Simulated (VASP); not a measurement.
# Si3H2C2 in VASP: further runs

Runs on Si3H2C2. Level: LDA. Tasks: single point.

Program: VASP 6.6.1. These are calculated values, not measurements. Logs are shortened: lines on timing, memory, paths and dates and some standing lists are left out, and cuts for length are marked.

## (1) The cell of the first run

The cell holds a slab with vacuum, 28 atoms: a = 6.122 Å, b = 6.122 Å, c = 18.034 Å, α = 90.00°, β = 90.00°, γ = 90.00°.

## (2) Single point, LDA

Contents of INCAR:

```
SYSTEM = Si3H2C2
PREC = Accurate
ENCUT = 520
EDIFF = 1E-6
ISMEAR = 0
SIGMA = 0.05
LREAL = Auto
LASPH = .TRUE.
NELM = 60
ALGO = Normal
ISIF = 2
LWAVE = .FALSE.
LCHARG = .TRUE.
LDIPOL = .TRUE.
IDIPOL = 3
DIPOL = 0.5 0.5 0.333
LELF = .TRUE.
LVHAR = .TRUE.
LVACPOTAV = .TRUE.
NBANDS = 64
```

Contents of KPOINTS:

```
regular mesh
0
G
  4 4 1
  0 0 0
```

Contents of POSCAR:

```
Si3H2C2
1.0
    6.1223116280      0.0000000000      0.0000000000
    0.0000000000      6.1223116280      0.0000000000
    0.0000000000      0.0000000000     18.0336064671
Si C H
12 8 8
Direct
    0.2500000000      0.2500000000      0.2691906584
    0.2500000000      0.7500000000      0.2691906584
    0.7500000000      0.2500000000      0.2691906584
    0.7500000000      0.7500000000      0.2691906584
    0.5053119490      0.5025494718      0.3856122414
    0.5053119490     -0.0025494718      0.3856122414
   -0.0053121733      0.5025494016      0.3856125169
   -0.0053121733     -0.0025494016      0.3856125169
    0.7500002779      0.7500000000      0.5103524323
    0.7500003965      0.2500000000      0.5110990305
    0.2500005059      0.7500000000      0.4887662592
    0.2500005741      0.2500000000      0.4776758541
    0.7500000000      0.5000000000      0.3292053881
    0.7500000000      0.0000000000      0.3292053881
    0.2500000000      0.5000000000      0.3292053881
    0.2500000000      0.0000000000      0.3292053881
   -0.0124009770      0.7500000000      0.4404169659
   -0.0182544809      0.2500000000      0.4384703048
    0.5124014757      0.7500000000      0.4404169795
    0.5182551520      0.2500000000      0.4384702877
    0.1018236707      0.2500000000      0.2043633518
    0.3981348503      0.2500000000      0.2043580857
    0.3981348503      0.7500000000      0.2043580857
    0.1018236707      0.7500000000      0.2043633518
    0.6018651497      0.2500000000      0.2043580857
    0.8981763293      0.2500000000      0.2043633518
    0.8981763293      0.7500000000      0.2043633518
    0.6018651497      0.7500000000      0.2043580857
```

Potentials or basis: VASP PAW LDA potentials, release 64 (Si, C, H).

On the command line:

```
cat potpaw_LDA.64/Si/POTCAR potpaw_LDA.64/C/POTCAR potpaw_LDA.64/H/POTCAR > POTCAR
mpirun -np 1 vasp_std > vasp.out
```

OUTCAR:

```text
SYSTEM = Si3H2C2
   PREC = Accurate
   ENCUT = 520
   EDIFF = 1E-6
   ISMEAR = 0
   LREAL = Auto
   LASPH = .TRUE.
   NELM = 60
   ISIF = 2

 ion  position               nearest neighbor table
   1  0.250  0.250  0.269-  22 1.48  21 1.48  15 1.87  16 1.87   5 3.04   6 3.04   7 3.04   8 3.04
                             2 3.06   3 3.06   2 3.06   3 3.06
   2  0.250  0.750  0.269-  23 1.48  24 1.48  15 1.87  16 1.87   5 3.02   6 3.02   7 3.02   8 3.02
                             1 3.06   4 3.06   1 3.06   4 3.06
   3  0.750  0.250  0.269-  25 1.48  26 1.48  13 1.87  14 1.87   5 3.01   6 3.01   7 3.01   8 3.01
                             1 3.06   4 3.06   4 3.06   1 3.06
   4  0.750  0.750  0.269-  28 1.48  27 1.48  13 1.87  14 1.87   5 2.99   6 2.99   7 2.99   8 2.99
                             2 3.06   3 3.06   3 3.06   2 3.06
   5  0.505  0.503  0.386-  19 1.81  13 1.81  20 1.82  15 1.87  12 2.76  11 2.86   4 2.99   7 3.00
                             3 3.01   2 3.02   6 3.03   1 3.04   6 3.09   9 3.10  10 3.12   7 3.13
   6  0.505  0.997  0.386-  19 1.81  14 1.81  20 1.82  16 1.87  12 2.76  11 2.86   4 2.99   8 3.00
                             3 3.01   2 3.02   5 3.03   1 3.04   5 3.09   9 3.10  10 3.12   8 3.13
   7  0.995  0.503  0.386-  17 1.81  13 1.81  18 1.82  15 1.87  12 2.76  11 2.86   4 2.99   5 3.00
                             3 3.01   2 3.02   8 3.03   1 3.04   8 3.09   9 3.10  10 3.12   5 3.13
   8  0.995  0.997  0.386-  17 1.81  14 1.81  18 1.82  16 1.87  12 2.76  11 2.86   4 2.99   6 3.00
                             3 3.01   2 3.02   7 3.03   1 3.04   7 3.09   9 3.10  10 3.12   6 3.13
   9  0.750  0.750  0.510-  17 1.93  19 1.93  10 3.06  10 3.06  11 3.09  11 3.09   8 3.10   7 3.10
[... 9 lines left out ...]
  15  0.250  0.500  0.329-   5 1.87   7 1.87   1 1.87   2 1.87
  16  0.250  0.000  0.329-   6 1.87   8 1.87   1 1.87   2 1.87
  17  0.988  0.750  0.440-   7 1.81   8 1.81  11 1.83   9 1.93
  18  0.982  0.250  0.438-  12 1.79   8 1.82   7 1.82  10 1.93
  19  0.512  0.750  0.440-   5 1.81   6 1.81  11 1.83   9 1.93
  20  0.518  0.250  0.438-  12 1.79   6 1.82   5 1.82  10 1.93
  21  0.102  0.250  0.204-   1 1.48
  22  0.398  0.250  0.204-   1 1.48
  23  0.398  0.750  0.204-   2 1.48
  24  0.102  0.750  0.204-   2 1.48
  25  0.602  0.250  0.204-   3 1.48
  26  0.898  0.250  0.204-   3 1.48
  27  0.898  0.750  0.204-   4 1.48
  28  0.602  0.750  0.204-   4 1.48

  LATTYP: Found a simple tetragonal cell.
 ALAT       =     6.1223116280
 C/A-ratio  =     2.9455551372

  Lattice vectors:

 A1 = (   6.1223116280,   0.0000000000,   0.0000000000)
 A2 = (   0.0000000000,   6.1223116280,   0.0000000000)
 A3 = (   0.0000000000,   0.0000000000,  18.0336064671)

Analysis of symmetry for initial positions (statically):
=====================================================================
 Subroutine PRICEL returns:
 Original cell was already a primitive cell.

 Routine SETGRP: Setting up the symmetry group for a
 simple tetragonal supercell.

 Subroutine GETGRP returns: Found  2 space group operations
 (whereof  1 operations were pure point group operations)
 out of a pool of 16 trial point group operations.

The static configuration has the point symmetry C_1 .
 The point group associated with its full space group is C_1h.

Analysis of symmetry for dynamics (positions and initial velocities):
=====================================================================
 Subroutine PRICEL returns:
 Original cell was already a primitive cell.

 Routine SETGRP: Setting up the symmetry group for a
 simple tetragonal supercell.

 Subroutine GETGRP returns: Found  2 space group operations
 (whereof  1 operations were pure point group operations)
 out of a pool of 16 trial point group operations.

The dynamic configuration has the point symmetry C_1 .
 The point group associated with its full space group is C_1h.

 Subroutine INISYM returns: Found  2 space group operations
 (whereof  1 operations are pure point group operations),
 and found     1 'primitive' translations

----------------------------------------------------------------------------------------

                                     Primitive cell

  volume of cell :     675.9483

  direct lattice vectors                    reciprocal lattice vectors
     6.122311628  0.000000000  0.000000000     0.163336998  0.000000000  0.000000000
     0.000000000  6.122311628  0.000000000     0.000000000  0.163336998  0.000000000
     0.000000000  0.000000000 18.033606467     0.000000000  0.000000000  0.055452025

  length of vectors
     6.122311628  6.122311628 18.033606467     0.163336998  0.163336998  0.055452025

  position of ions in fractional coordinates (direct lattice)
[... 72 lines left out ...]
     0.000000000  0.040834249  0.000000000     0.000000000  0.250000000  0.000000000
     0.000000000  0.000000000  0.055452025     0.000000000  0.000000000  1.000000000

  Length of vectors
     0.040834249  0.040834249  0.055452025

  Shift w.r.t. Gamma in fractional coordinates (k-lattice)
     0.000000000  0.000000000  0.000000000

 Subroutine IBZKPT returns following result:
 ===========================================

 Found      9 irreducible k-points:

 Following reciprocal coordinates:
            Coordinates               Weight
  0.000000  0.000000  0.000000      1.000000
  0.250000  0.000000  0.000000      2.000000
  0.000000  0.250000  0.000000      2.000000
  0.500000  0.000000  0.000000      1.000000
  0.000000  0.500000  0.000000      1.000000
  0.250000  0.250000  0.000000      4.000000
  0.500000  0.250000  0.000000      2.000000
 -0.250000  0.500000  0.000000      2.000000
  0.500000  0.500000  0.000000      1.000000
   k-points           NKPTS =      9   k-points in BZ     NKDIM =      9   number of bands    NBANDS=     64
   number of dos      NEDOS =    301   number of ions     NIONS =     28
   total plane-waves  NPLWV = 322560
   dimension x,y,z NGX =    48 NGY =   48 NGZ =  140
   dimension x,y,z NGXF=    96 NGYF=   96 NGZF=  280
   ions per type =              12   8   8
   NGX,Y,Z   is equivalent  to a cutoff of  13.03, 13.03, 12.91 a.u.
   NGXF,Y,Z  is equivalent  to a cutoff of  26.07, 26.07, 25.81 a.u.
 SYSTEM =  Si3H2C2
   PREC   = accura    normal or accurate (medium, high low for compatibility)
   ISTART =      0    job   : 0-new  1-cont  2-samecut
   ICHARG =      2    charge: 1-file 2-atom 10-const
   ISPIN  =      1    spin polarized calculation?
   LNONCOLLINEAR =      F non collinear calculations
   LSORBIT =      F    spin-orbit coupling
   LASPH  =      T    aspherical Exc in radial PAW
   ENCUT  =  520.0 eV  38.22 Ry    6.18 a.u.  11.38 11.38 33.53*2*pi/ulx,y,z
   NELM   =     60;   NELMIN=  2; NELMDL= -5     # of ELM steps
   EDIFF  = 0.1E-05   stopping-criterion for ELM
   LREAL  =      T    real-space projection
   EDIFFG = 0.1E-04   stopping-criterion for IOM
   NSW    =      0    number of steps for IOM
[... 5 lines left out ...]
   TEBEG  =    0.0;   TEEND  =   0.0 temperature during run
   PSTRESS=    0.0 pullay stress
   NELECT =      88.0000    total number of electrons
   NUPDOWN=      -1.0000    fix difference up-down
   EMIN   =  10.00;   EMAX   =-10.00  energy-range for DOS
   EFERMI =   0.00;   METHOD = LEGACY
   ISMEAR =     0;   SIGMA  =   0.05  broadening in eV -4-tet -1-fermi 0-gaus
   EFERMI_NEDOS =   21; number of points for ismear=-14 and -15
   IALGO  =     38    algorithm
   IMIX   =      4    mixing-type and parameters
     AMIX     =   0.40;   BMIX     =  1.00
     AMIX_MAG =   1.60;   BMIX_MAG =  1.00
  volume/ion in A,a.u.               =      24.14       162.91
  Fermi-wavevector in a.u.,A,eV,Ry     =   0.829719  1.567942  9.366717  0.688434
  Thomas-Fermi vector in A             =   1.942314
   LORBIT       =      0    0 simple, 1 ext, 2 COOP (PROOUT), +10 PAW based schemes
   GGA     = CA    functional components
   LHFCALC =     F    Hartree Fock is set to
   AEXX    =    0.0000 exact exchange contribution
   IVDW    =     0    specifies the selected vdW correction
   LEPSILON=     F    determine dielectric tensor
   LRPA    =     F    only Hartree local field effects (RPA)
 non-spin polarized calculation
 Gauss-broadening in eV      SIGMA  =   0.05
  energy-cutoff  :      520.00
  volume of cell :      675.95
 maximum number of plane-waves:     18238
 NGX is ok and might be reduce to    48
   NGX = 23   NGY = 23   NGZ = 67

 dipolmoment           0.000000      0.000000     -0.000537 electrons x Angstroem

 number of electron      88.0000001 magnetization

 dipolmoment           0.000000      0.000000      0.487781 electrons x Angstroem

 Free energy of the ion-electron system (eV)
  ---------------------------------------------------
  ext. energy  EPLUGINS =         0.00000000
  ---------------------------------------------------
  free energy    TOTEN  =      -168.17818660 eV

  energy without entropy =     -168.16678172  energy(sigma->0) =     -168.17248416

 E-fermi :   0.5978     XC(G=0):  -5.1120

 val. band max:        0.5972884611   @ k =   0.2500   0.2500   0.0000
 cond. band min:       0.6028892697   @ k =   0.0000   0.2500   0.0000
 fundamental gap:      0.0056008086
 Fermi energy:         0.5977706750

 k-point     1 :       0.0000    0.0000    0.0000
  band No.  band energies     occupation
      1     -16.2149      2.00000
      2     -13.8113      2.00000
      3     -13.5423      2.00000
      4     -13.4991      2.00000
      5     -13.3207      2.00000
      6     -13.0921      2.00000
[... 520 lines left out ...]
     55       3.8038      0.00000
     56       3.8163      0.00000
 [bands above 56 left out]

------------------------ aborting loop because EDIFF is reached ----------------------------------------

  FORCE on cell =-STRESS in cart. coord.  units (eV):
  Direction    XX          YY          ZZ          XY          YZ          ZX
  --------------------------------------------------------------------------------------
  -------------------------------------------------------------------------------------
  Total       48.1700208     -8.5420557     14.5433121      0.0000000      0.0000000     -0.0000163
  in kB      114.1757741    -20.2469463     34.4715217      0.0000000      0.0000000     -0.0000386
  external PRESSURE =      42.8001165 kB  Pullay stress =       0.0000000 kB

 VOLUME and BASIS-vectors are now :
 -----------------------------------------------------------------------------
  energy-cutoff  :      520.00
  volume of cell :      675.95
      direct lattice vectors                 reciprocal lattice vectors
     6.122311628  0.000000000  0.000000000     0.163336998  0.000000000  0.000000000
     0.000000000  6.122311628  0.000000000     0.000000000  0.163336998  0.000000000
     0.000000000  0.000000000 18.033606467     0.000000000  0.000000000  0.055452025

 POSITION                                       TOTAL-FORCE (eV/Angst)
 -----------------------------------------------------------------------------------
      1.53058      1.53058      4.85448         0.000981      0.000000      0.935408
      1.53058      4.59173      4.85448         0.000972      0.000000      0.945226
      4.59173      1.53058      4.85448        -0.000959      0.000000      1.032951
      4.59173      4.59173      4.85448        -0.000952      0.000000      0.971399
      3.09368      3.07676      6.95398         0.006151      0.002763      0.004023
      3.09368      6.10670      6.95398         0.006151     -0.002763      0.004023
[... 20 lines left out ...]
      5.49892      4.59173      3.68541         0.004532      0.000000     -0.060520
      3.68481      4.59173      3.68531        -0.006020      0.000000     -0.061060
 -----------------------------------------------------------------------------------
    total drift:                                0.000009     -0.000000     -0.085087

  FREE ENERGIE OF THE ION-ELECTRON SYSTEM (eV)
  ---------------------------------------------------
  free  energy   TOTEN  =      -168.1781866023 eV

  energy  without entropy=     -168.1667817154  energy(sigma->0) =     -168.17248416

 vacuum level on the upper side and lower side of the slab         6.177         3.823
```

Run time: 9.8 min. Hardware: 1 thread of Intel Xeon 6975P-C (Granite Rapids), shared host; peak memory 0.64 GiB.

What came out:

```yaml
Free_energy: -168.1782 eV
Largest_force: 3.971 eV/Å
Band_gap_on_the_k_mesh: zero (bands 44 and 45 overlap by 1.12 eV)
```

Forces in eV/Å, atoms in the order of the input:
```
Si   0.001  0.000  0.935
Si   0.001  0.000  0.945
Si  -0.001  0.000  1.033
Si  -0.001  0.000  0.971
Si   0.006  0.003  0.004
Si   0.006 -0.003  0.004
Si  -0.006  0.003  0.004
Si  -0.006 -0.003  0.004
Si   0.000  0.000  0.018
Si   0.000  0.000  0.015
Si   0.000  0.000  2.613
Si   0.000  0.000  3.971
C    0.000  0.107 -3.349
C    0.000 -0.107 -3.349
C    0.000  0.004 -1.804
C    0.000 -0.004 -1.804
C   -0.001  0.000  0.009
C   -0.010  0.000  0.010
C    0.001  0.000  0.009
C    0.010  0.000  0.010
H   -0.027  0.000 -0.007
H    0.028  0.000 -0.008
H    0.041  0.000 -0.012
H   -0.039  0.000 -0.011
H    0.000  0.000 -0.046
H   -0.001  0.000 -0.046
H    0.005  0.000 -0.061
H   -0.006  0.000 -0.061
```

Levels at points of the mesh, in eV from the Fermi level:
```tsv
k point	band 40	band 41	band 42	band 43	band 44	band 45	band 46	band 47	band 48	band 49
(0.00, 0.00, 0.00)	-1.85	-0.83	-0.59	-0.43	-0.14	0.63	0.78	0.90	0.96	1.30
(0.50, 0.00, 0.00)	-2.46	-1.50	-1.18	-0.93	-0.57	-0.40	0.43	1.44	1.53	1.54
(0.00, 0.50, 0.00)	-1.68	-0.71	-0.64	0.69	0.72	0.83	0.89	0.89	1.07	1.19
(0.50, 0.50, 0.00)	-2.37	-1.56	-1.49	-0.58	-0.48	1.22	1.44	1.48	1.59	1.99
```

## (3) Single point, LDA

Contents of INCAR:

```
PREC = Accurate
ENCUT = 520
EDIFF = 1E-6
ISMEAR = 0
SIGMA = 0.05
LREAL = Auto
LASPH = True
NELM = 60
ALGO = Normal
ISIF = 2
LWAVE = False
LCHARG = False
LDIPOL = True
IDIPOL = 3
DIPOL = 0.5 0.5 0.336
NBANDS = 64
```

Contents of KPOINTS:

```
Automatic mesh
0
Gamma
  4 4 1
```

Contents of POSCAR:

```
Si3H2C2
1.0
    6.1223116280      0.0000000000      0.0000000000
    0.0000000000      6.1223116280      0.0000000000
    0.0000000000      0.0000000000     18.0336064671
Si C H
12 8 8
Direct
    0.2500000000      0.2500000000      0.2691906584
    0.2500000000      0.7500000000      0.2691906584
    0.7500000000      0.2500000000      0.2691906584
    0.7500000000      0.7500000000      0.2691906584
    0.5023976356      0.5115309595      0.3899868748
    0.5023976356     -0.0115309595      0.3899868748
   -0.0023977652      0.5115308576      0.3899868803
   -0.0023977652     -0.0115308576      0.3899868803
    0.7500004126      0.7500000000      0.5122271908
    0.7500010251      0.2500000000      0.5136490099
    0.2499998485      0.7500000000      0.5342369198
    0.2500002510      0.2500000000      0.4776758541
    0.7500000000      0.5000000000      0.3292053881
    0.7500000000      0.0000000000      0.3292053881
    0.2500000000      0.5000000000      0.3292053881
    0.2500000000      0.0000000000      0.3292053881
    0.0037666352      0.7500000000      0.4519570755
   -0.0182759886      0.2500000000      0.4405414931
    0.4962331705      0.7500000000      0.4519573409
    0.5182765949      0.2500000000      0.4405419136
    0.1018236707      0.2500000000      0.2043633518
    0.3981348503      0.2500000000      0.2043580857
    0.3981348503      0.7500000000      0.2043580857
    0.1018236707      0.7500000000      0.2043633518
    0.6018651497      0.2500000000      0.2043580857
    0.8981763293      0.2500000000      0.2043633518
    0.8981763293      0.7500000000      0.2043633518
    0.6018651497      0.7500000000      0.2043580857
```

Potentials or basis: VASP PAW LDA potentials, release 64 (Si, C, H).

On the command line:

```
cat potpaw_LDA.64/Si/POTCAR potpaw_LDA.64/C/POTCAR potpaw_LDA.64/H/POTCAR > POTCAR
mpirun -np 1 vasp_std > vasp.out
```

Wall time 8.4 min (1 thread of Intel Xeon 6975P-C (Granite Rapids), shared host); peak memory 0.64 GiB.

Results (log left out):

* Free energy: -168.0331 eV
* Largest force: 3.951 eV/Å
* Band gap on the k mesh: zero (bands 44 and 45 overlap by 1.07 eV)

Forces on the atoms (eV/Å):
```
Si   0.001  0.000  1.144
Si   0.001  0.000  1.047
Si  -0.001  0.000  1.287
Si  -0.001  0.000  1.009
Si   0.001 -0.010 -0.002
Si   0.001  0.010 -0.002
Si  -0.001 -0.010 -0.002
Si  -0.001  0.010 -0.002
Si   0.000  0.000  0.010
Si   0.000  0.000  0.031
Si   0.000  0.000 -2.579
Si   0.000  0.000  3.951
C    0.000  0.596 -1.785
C    0.000 -0.596 -1.785
C    0.000  0.187 -1.207
C    0.000 -0.187 -1.207
C    0.012  0.000  0.014
C   -0.029  0.000  0.021
C   -0.012  0.000  0.014
C    0.029  0.000  0.021
H    0.024  0.000  0.017
H   -0.022  0.000  0.016
H    0.023  0.000 -0.005
H   -0.022  0.000 -0.004
H    0.015  0.000  0.032
H   -0.016  0.000  0.033
H    0.003  0.000 -0.034
H   -0.005  0.000 -0.035
```

Levels at points of the mesh, in eV from the Fermi level:
| k point | band 42 | band 43 | band 44 | band 45 | band 46 | band 47 |
| --- | --- | --- | --- | --- | --- | --- |
| (0.00, 0.00, 0.00) | -0.60 | -0.22 | -0.15 | 0.14 | 0.87 | 0.95 |
| (0.50, 0.00, 0.00) | -1.30 | -0.98 | -0.67 | -0.13 | 0.13 | 1.36 |
| (0.00, 0.50, 0.00) | -0.80 | 0.63 | 0.75 | 0.88 | 0.97 | 0.97 |
| (0.50, 0.50, 0.00) | -1.37 | -1.07 | -0.62 | 0.99 | 1.53 | 1.69 |

(Part 1 of 2 ends here.)

The gap in the log of VASP goes by the Fermi energy; the results here count the filled bands.